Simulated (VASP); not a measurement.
Write the native input for VASP 6.6.1 that does the following.

```yaml
Task: single point
Functional: PBE
Potentials_or_basis: VASP PAW PBE potentials, release 64 (Zn, C)
Cutoff: 520 eV
k_mesh: 6 × 6 × 6
Occupations: gaussian, width 0.1 eV
Spin: no spin polarisation
Dipole_correction: no
Further_INCAR_settings: ALGO = Normal; EDIFF = 1e-06; NBANDS = 15
```

The structure of ZnC lies in POSCAR:

```
ZnC
1.0
    0.0000000000      2.1943332426      2.1943332426
    2.1943332426      0.0000000000      2.1943332426
    2.1943332426      2.1943332426      0.0000000000
Zn C
1 1
Direct
    0.0000000000      0.0000000000      0.0000000000
    0.5000000000      0.5000000000      0.5000000000
```

One way to write it, as run:

INCAR

```
SYSTEM = ZnC
ALGO     = Normal         ! electronic algorithm
EDIFF    = 1E-6           ! SCF threshold, eV
ENCUT    = 520            ! plane-wave cutoff, eV
GGA      = PE             ! functional
ISIF     = 2              ! what is computed and relaxed
ISMEAR   = 0              ! smearing method
LASPH    = .TRUE.         ! aspherical terms in the spheres
LCHARG   = .FALSE.        ! write CHGCAR
LREAL    = .FALSE.        ! projectors in reciprocal space
LWAVE    = .FALSE.        ! write WAVECAR
NBANDS   = 15             ! bands
NELM     = 100            ! most SCF steps
PREC     = Accurate       ! precision mode
SIGMA    = 0.1            ! smearing width, eV
```

KPOINTS

```
k-points
0
G
  6 6 6
  0 0 0
```

Potentials or basis: VASP PAW PBE potentials, release 64 (Zn, C).

Run with:

```bash
$ cat potpaw_PBE.64/Zn/POTCAR potpaw_PBE.64/C/POTCAR > POTCAR
$ mpirun -np 1 vasp_std > vasp.out
```

It gave:

* Pressure: 0.8 GPa
* Band gap on the k mesh: zero (band 8 reaches 5.79 eV, above the bottom of band 9 at 1.68 eV)

Caveat: the k points lie up to 0.41 Å⁻¹ apart.

Run time: 5.9 s on 1 thread of Intel Xeon 6975P-C, with other jobs on the host, peak memory 0.13 GiB.
